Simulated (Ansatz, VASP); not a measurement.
## Sn: VASP beside Ansatz

```xyz
1
Lattice="-1.4202 1.4202 1.4202 1.4202 -1.4202 1.4202 1.4202 1.4202 -1.4202" Properties=species:S:1:pos:R:3 pbc="T T T"
Sn    0.0000    0.0000    0.0000
```

Change from the starting cell: volume scaled by 0.45, LAPW.

Alike in both runs: task single point; functional LDA; k mesh 14 × 14 × 14; occupations fermi-dirac, width 0.08 eV; no spin polarisation.

|  | VASP | Ansatz |
| --- | --- | --- |
| version | VASP 6.6.1 | Ansatz 0.2.0 |
| potentials or method | VASP PAW LDA potentials, release 64 (Sn_d), cutoff 520 eV | all-electron LAPW, scalar-relativistic |

|  | VASP | Ansatz | Ansatz less VASP |
| --- | --- | --- | --- |
| pressure (GPa) | 332.1 | 328.6 | -3.45 |

LDA's correlation is that of Perdew and Zunger in VASP and of Perdew and Wang (1992) in Ansatz. Both programs put the cell under a high pressure, so it lies far from rest at this level. Ansatz ran all-electron here, and VASP with PAW potentials.

Noted on VASP's run: the cell as given lies far from equilibrium.
